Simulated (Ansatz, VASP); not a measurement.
**Mg3SiO in VASP and in Ansatz**

```
Si O Mg
1.0
     4.18363    0.00000    0.00000
     0.00000    4.18363    0.00000
     0.00000    0.00000    4.18363
Si O Mg
1 1 3
Direct
  0.00000 0.00000 0.00000
  0.50000 0.50000 0.50000
  0.50000 0.50000 0.00000
  0.50000 0.00000 0.50000
  0.00000 0.50000 0.50000
```

Alike in both runs: task single point; functional PBE; k mesh 6 × 6 × 6; occupations fermi-dirac, width 0.02 eV; no spin polarisation.

|  | VASP | Ansatz |
| --- | --- | --- |
| version | VASP 6.6.1 | Ansatz 0.2.0 |
| potentials or method | VASP PAW PBE potentials, release 64 (Si, O, Mg) | plane waves, PAW |
| plane-wave cutoff (eV) | 520 | 420 |
| valence electrons in the cell | 16 | 40 |

|  | VASP | Ansatz | Ansatz less VASP |
| --- | --- | --- | --- |
| pressure (GPa) | 1.9 | 2.3 | +0.34 |

VASP's potentials hold 16 valence electrons a cell and Ansatz's 40, so a difference there can come from the potentials and not from the codes.
